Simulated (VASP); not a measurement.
Write the native input for VASP 6.6.1 that does the following.

```yaml
Task: single point
Functional: PBE
Potentials_or_basis: VASP PAW PBE potentials, release 64 (Hf_pv, O)
Cutoff: 520 eV
k_mesh: 8 × 8 × 8
Occupations: fermi-dirac, width 0.02 eV
Spin: no spin polarisation
Dipole_correction: no
Further_INCAR_settings: ALGO = Normal; EDIFF = 1e-06; NBANDS = 18
```

The structure of HfO2 lies in POSCAR:

```
HfO2
1.0
    0.0000000000      2.5291823181      2.5291823181
    2.5291823181      0.0000000000      2.5291823181
    2.5291823181      2.5291823181      0.0000000000
Hf O
1 2
Direct
    0.0000000000      0.0000000000      0.0000000000
    0.2500000000      0.2500000000      0.2500000000
    0.7500000000      0.7500000000      0.7500000000
```

The input as run:

INCAR

```
SYSTEM = HfO2
PREC = Accurate ; ENCUT = 520
EDIFF = 1E-6 ; ISMEAR = -1
SIGMA = 0.02 ; LREAL = .False.
LASPH = .True. ; NELM = 60
ALGO = Normal ; ISIF = 2
LWAVE = .False. ; LCHARG = .False.
GGA = PE ; NBANDS = 18
```

KPOINTS

```
Automatic mesh
0
Gamma
  8 8 8
  0 0 0
```

Potentials or basis: VASP PAW PBE potentials, release 64 (Hf_pv, O).

Command:

```bash
$ cat potpaw_PBE.64/Hf_pv/POTCAR potpaw_PBE.64/O/POTCAR > POTCAR
$ mpirun -np 1 vasp_std > vasp.out
```

It gave:

```
Pressure               : 2.1 GPa
Band gap on the k mesh : 3.82 eV, direct
```

Caveat: spin-orbit coupling is left out, which moves the levels of the heavy elements.

Wall time 22 s on 1 thread of Intel(R) Xeon(R) Platinum 8259CL CPU @ 2.50GHz (Skylake/Cascade Lake), with other jobs on the host, peak memory 0.16 GiB.
